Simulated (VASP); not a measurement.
Wanted: the native input for a VASP 6.6.1 run.

```
Task                   : single point
Functional             : PBE
Potentials or basis    : VASP PAW PBE potentials, release 64 (Li_sv, F)
Cutoff                 : 750 eV
k mesh                 : 10 × 10 × 10
Occupations            : gaussian, width 0.02 eV
Spin                   : no spin polarisation
Dipole correction      : no
Further INCAR settings : ALGO = Normal; EDIFF = 1e-06; NBANDS = 12
```

The structure of LiF lies in POSCAR:

```
LiF
1.0
    0.0000000000      2.0330008238      2.0330008238
    2.0330008238      0.0000000000      2.0330008238
    2.0330008238      2.0330008238      0.0000000000
Li F
1 1
Direct
    0.0000000000      0.0000000000      0.0000000000
    0.5000000000      0.5000000000      0.5000000000
```

One way to write it, as run:

INCAR

```
PREC     = Accurate       # precision mode
ENCUT    = 750            # plane-wave cutoff, eV
EDIFF    = 1E-6           # SCF threshold, eV
ISMEAR   = 0              # smearing method
SIGMA    = 0.02           # smearing width, eV
LREAL    = F              # projectors in reciprocal space
LASPH    = T              # aspherical terms in the spheres
NELM     = 120            # most SCF steps
ALGO     = Normal         # electronic algorithm
ISIF     = 2              # what is computed and relaxed
LWAVE    = F              # write WAVECAR
LCHARG   = F              # write CHGCAR
GGA      = PE             # functional
NBANDS   = 12             # bands
GGA_COMPAT= F
```

KPOINTS

```
Automatic mesh
0
Gamma
  10 10 10
```

Potentials or basis: VASP PAW PBE potentials, release 64 (Li_sv, F).

Command:

```bash
$ cat potpaw_PBE.64/Li_sv/POTCAR potpaw_PBE.64/F/POTCAR > POTCAR
$ mpirun -np 1 vasp_std > vasp.out
```

It gave:

```json
{
 "Pressure": "-0.6 GPa",
 "Band gap on the k mesh": "8.83 eV"
}
```

Run time: 11 s on 1 thread of AMD EPYC 9R45 96-Core Processor (Zen 5), with other jobs on the host, peak memory 0.12 GiB.
